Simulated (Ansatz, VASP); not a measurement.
# Sn in VASP and in Ansatz

```
Sn
1.0
    -1.69122    1.95466    2.10787
     1.69122   -1.95466    2.10787
     1.69122    1.95466   -2.10787
Sn
1
Direct
  0.00000 0.00000 0.00000
```

Alike in both runs: task electric field gradients; functional LDA; k mesh 13 × 13 × 13; occupations fermi-dirac, width 0.08 eV; no spin polarisation.

|  | VASP | Ansatz |
| --- | --- | --- |
| version | VASP 6.6.1 | Ansatz 0.2.0 |
| potentials or method | VASP PAW LDA potentials, release 64 (Sn_d), cutoff 520 eV | all-electron PAW with datasets made for the crystal, scalar-relativistic |

```tsv
	VASP	Ansatz	Ansatz less VASP
pressure (GPa)	-3.9	-3.9	+0.04
traceless stress, the component that is largest in VASP (GPa)	-0.49	-0.48	+0.011
size of Vzz on the site where it differs most (V/Å²)	9.7	10.0	+0.31
```

LDA's correlation is that of Perdew and Zunger in VASP and of Perdew and Wang (1992) in Ansatz. Ansatz ran all-electron here, and VASP with PAW potentials.
